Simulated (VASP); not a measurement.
# C62N (a cell with a defect) in VASP: a series of runs, part 2 of 2

VASP 6.6.1. The steps go on from the part before.

## 3. Single point, PBEsol

INCAR

```
ALGO     = Normal         # electronic algorithm
EDIFF    = 1E-6           # SCF threshold, eV
ENCUT    = 520            # plane-wave cutoff, eV
GGA      = PS             # functional
ISIF     = 2              # what is computed and relaxed
ISMEAR   = -1             # smearing method
LASPH    = True           # aspherical terms in the spheres
LCHARG   = False          # write CHGCAR
LREAL    = Auto         
LWAVE    = False          # write WAVECAR
NBANDS   = 164            # bands
NELECT   = 252.0        
NELM     = 80             # most SCF steps
PREC     = Accurate       # precision mode
SIGMA    = 0.02           # smearing width, eV
```

KPOINTS

```
k-points
0
Gamma
  2 2 2
```

POSCAR

```
C62N
1.0
    7.1400000000      0.0000000000      0.0000000000
    0.0000000000      7.1400000000      0.0000000000
    0.0000000000      0.0000000000      7.1400000000
C N
62 1
Direct
    0.4999763305     -0.0000236695     -0.0004184874
    0.6245532213      0.1245532213      0.1252812325
    0.7504900560      0.2504900560      0.0014554622
    0.8749948179      0.3749948179      0.1258249300
    0.7459984594      0.0008418768      0.2531004202
    0.8729351541      0.1242768908      0.3779834734
    0.0002925770      0.0005354342      0.0002925770
    0.1237595238      0.1255345938      0.1237595238
    0.2511371148      0.2496253501     -0.0008808123
    0.3741981793      0.3750390756      0.1243376751
    0.5005354342      0.5002925770      0.0002925770
    0.6255345938      0.6237595238      0.1237595238
    0.7496253501      0.7511371148     -0.0008808123
    0.8750390756      0.8741981793      0.1243376751
    0.2504060224     -0.0015007003      0.2504060224
    0.3631549020      0.1308266106      0.3631549020
    0.5008418768      0.2459984594      0.2531004202
    0.6242768908      0.3729351541      0.3779834734
    0.7496253501      0.4991191877      0.2511371148
    0.8750390756      0.6243376751      0.3741981793
    0.7502817927      0.2502817927      0.5062053221
    0.8768029412      0.3768029412      0.6262488796
    0.7502817927      0.0062053221      0.7502817927
    0.8768029412      0.1262488796      0.8768029412
    0.0001602241      0.5001602241      0.0001602241
    0.1247794118      0.6247794118      0.1247794118
    0.2498857143      0.7498857143     -0.0007686275
    0.3748694678      0.8748694678      0.1237252101
   -0.0008808123      0.2496253501      0.2511371148
    0.1243376751      0.3750390756      0.3741981793
    0.2498857143      0.4992313725      0.2498857143
    0.3748694678      0.6237252101      0.3748694678
    0.4984992997      0.7504060224      0.2504060224
    0.6308266106      0.8631549020      0.3631549020
   -0.0004184874     -0.0000236695      0.4999763305
    0.1252812325      0.1245532213      0.6245532213
    0.2531004202      0.2459984594      0.5008418768
    0.3779834734      0.3729351541      0.6242768908
    0.4999763305      0.4995815126      0.4999763305
    0.6245532213      0.6252812325      0.6245532213
    0.7459984594      0.7531004202      0.5008418768
    0.8729351541      0.8779834734      0.6242768908
    0.2531004202      0.0008418768      0.7459984594
    0.3779834734      0.1242768908      0.8729351541
    0.5062053221      0.2502817927      0.7502817927
    0.6262488796      0.3768029412      0.8768029412
    0.7504900560      0.5014554622      0.7504900560
    0.8749948179      0.6258249300      0.8749948179
   -0.0007686275      0.7498857143      0.2498857143
    0.1237252101      0.8748694678      0.3748694678
    0.0002925770      0.5002925770      0.5005354342
    0.1237595238      0.6237595238      0.6255345938
    0.2504060224      0.7504060224      0.4984992997
    0.3631549020      0.8631549020      0.6308266106
    0.0014554622      0.2504900560      0.7504900560
    0.1258249300      0.3749948179      0.8749948179
    0.2511371148      0.4991191877      0.7496253501
    0.3741981793      0.6243376751      0.8750390756
    0.5008418768      0.7531004202      0.7459984594
    0.6242768908      0.8779834734      0.8729351541
   -0.0008808123      0.7511371148      0.7496253501
    0.1243376751      0.8741981793      0.8750390756
    0.6359907563      0.1359907563      0.6359907563
```

Potentials or basis: VASP PAW PBE potentials, release 64 (C, N).

The run is started by

```sh
> cat potpaw_PBE.64/C/POTCAR potpaw_PBE.64/N/POTCAR > POTCAR
> mpirun -np 1 vasp_std > vasp.out
```

OUTCAR:

```text
EDIFF = 1E-6
   ENCUT = 520
   GGA = PS
   ISIF = 2
   ISMEAR = -1
   LASPH = True
   LREAL = Auto
   NELECT = 252.0
   NELM = 80
   PREC = Accurate

 ion  position               nearest neighbor table
   1  0.500  1.000  1.000-  44 1.54  60 1.54  28 1.54   2 1.55
   2  0.625  0.125  0.125-   5 1.54  17 1.54   1 1.55   3 1.55
   3  0.750  0.250  0.001-   4 1.54  24 1.55  46 1.55   2 1.55
   4  0.875  0.375  0.126-   3 1.54  19 1.55  29 1.55  25 1.55
   5  0.746  0.001  0.253-  34 1.50   2 1.54   6 1.55  14 1.58
   6  0.873  0.124  0.378-  35 1.54   5 1.55  21 1.55  29 1.56
   7  0.000  0.001  0.000-   8 1.53  24 1.54  14 1.55  62 1.55
[... 921 lines left out ...]
  Total      -26.0194754    -26.0194754    -26.0194754      5.4437948      5.4437948      5.4437948
  in kB     -114.5287403   -114.5287403   -114.5287403     23.9617039     23.9617039     23.9617039
  external PRESSURE =    -114.5287403 kB  Pullay stress =       0.0000000 kB

 VOLUME and BASIS-vectors are now :
 -----------------------------------------------------------------------------
  energy-cutoff  :      520.00
  volume of cell :      363.99
      direct lattice vectors                 reciprocal lattice vectors
     7.140000000  0.000000000  0.000000000     0.140056022  0.000000000  0.000000000
     0.000000000  7.140000000  0.000000000     0.000000000  0.140056022  0.000000000
     0.000000000  0.000000000  7.140000000     0.000000000  0.000000000  0.140056022

 POSITION                                       TOTAL-FORCE (eV/Angst)
 -----------------------------------------------------------------------------------
      3.56983      7.13983      7.13701        -0.000561     -0.000561      0.013926
      4.45931      0.88931      0.89451        -0.001374     -0.001374     -0.009095
      5.35850      1.78850      0.01039         0.002364      0.002364     -0.002888
      6.24746      2.67746      0.89839         0.007075      0.007075     -0.012788
      5.32643      0.00601      1.80714         0.013636      0.003046     -0.014495
      6.23276      0.88734      2.69880         0.004220      0.001628     -0.008024
[... 55 lines left out ...]
      0.88777      6.24178      6.24778         0.007103      0.011391      0.003731
      4.54097      0.97097      4.54097        -0.009154     -0.009154     -0.009154
 -----------------------------------------------------------------------------------
    total drift:                                0.062668      0.062668      0.062665

  FREE ENERGIE OF THE ION-ELECTRON SYSTEM (eV)
  ---------------------------------------------------
  free  energy   TOTEN  =      -609.9016163503 eV

  energy  without entropy=     -609.9016047431  energy(sigma->0) =     -609.90161055
```

stdout:

```text
POSCAR found type information on POSCAR C N
 POSCAR found :  2 types and      63 ions
 scaLAPACK will be used
 -----------------------------------------------------------------------------
|                                                                             |
|                                                                             |
|     You enforced a specific xc type in the INCAR file but a different       |
|     I HOPE YOU KNOW WHAT YOU ARE DOING!                                     |
|                                                                             |
 -----------------------------------------------------------------------------

 LDA part: xc-table for (Slater+PW92), standard interpolation
 POSCAR, INCAR and KPOINTS ok, starting setup
 FFT: planning ... GRIDC
 FFT: planning ... GRID_SOFT
 FFT: planning ... GRID
 WAVECAR not read
 entering main loop
 the old and the new charge density differ
 old charge density:   253.00000 new  252.00000
    0.312E+01
```

Run time: 5.1 min. Hardware: 1 thread of Intel Xeon Platinum 8375C at 2.90GHz (Ice Lake), shared host; peak memory 0.48 GiB.

Results:

```yaml
Free_energy: -609.9016 eV
Largest_force: 0.040 eV/Å
```

Forces in eV/Å, atoms in the order of the input:
```
C   -0.001 -0.001  0.014
C   -0.001 -0.001 -0.009
C    0.002  0.002 -0.003
C    0.007  0.007 -0.013
C    0.014  0.003 -0.014
C    0.004  0.002 -0.008
C   -0.005 -0.012 -0.005
C    0.005 -0.012  0.005
C    0.000 -0.005 -0.003
C    0.011  0.004  0.007
C   -0.012 -0.005 -0.005
C   -0.012  0.005  0.005
C   -0.005  0.000 -0.003
C    0.004  0.011  0.007
C   -0.019 -0.011 -0.019
C    0.027 -0.012  0.027
C    0.003  0.014 -0.014
C    0.002  0.004 -0.008
C   -0.005 -0.003  0.000
C    0.004  0.007  0.011
C    0.005  0.005 -0.016
C    0.008  0.008 -0.001
C    0.005 -0.016  0.005
C    0.008 -0.001  0.008
C   -0.005 -0.005 -0.005
C   -0.006 -0.006 -0.006
C   -0.007 -0.007  0.003
C    0.005  0.005  0.005
C   -0.003 -0.005  0.000
C    0.007  0.004  0.011
C   -0.007  0.003 -0.007
C    0.005  0.005  0.005
C   -0.011 -0.019 -0.019
C   -0.012  0.027  0.027
C    0.014 -0.001 -0.001
C   -0.009 -0.001 -0.001
C   -0.014  0.014  0.003
C   -0.008  0.004  0.002
C   -0.001  0.014 -0.001
C   -0.001 -0.009 -0.001
C    0.014 -0.014  0.003
C    0.004 -0.008  0.002
C   -0.014  0.003  0.014
C   -0.008  0.002  0.004
C   -0.016  0.005  0.005
C   -0.001  0.008  0.008
C    0.002 -0.003  0.002
C    0.007 -0.013  0.007
C    0.003 -0.007 -0.007
C    0.005  0.005  0.005
C   -0.005 -0.005 -0.012
C    0.005  0.005 -0.012
C   -0.019 -0.019 -0.011
C    0.027  0.027 -0.012
C   -0.003  0.002  0.002
C   -0.013  0.007  0.007
C    0.000 -0.003 -0.005
C    0.011  0.007  0.004
C    0.003 -0.014  0.014
C    0.002 -0.008  0.004
C   -0.003  0.000 -0.005
C    0.007  0.011  0.004
N   -0.009 -0.009 -0.009
```

Levels at points of the mesh, in eV from the Fermi level:
```tsv
k point	band 124	band 125	band 126	band 127	band 128	band 129
(0.00, 0.00, 0.00)	-1.44	-1.44	-0.18	0.70	0.70	3.43
(0.50, 0.00, 0.00)	-2.64	-1.81	-0.73	0.21	0.44	3.30
(0.50, 0.50, 0.00)	-1.67	-1.60	-0.77	0.23	0.57	4.58
(0.50, 0.50, 0.50)	-2.52	-2.45	-0.49	0.55	0.55	4.50
```

Caveat: the k points lie up to 0.44 Å⁻¹ apart; the cell carries a net charge on a neutralising background, which shifts energy and pressure; the cell is charged against a uniform background, so pressure and absolute levels hang on convention; the PAW data sets were made with another functional, which shifts forces and pressure a little.
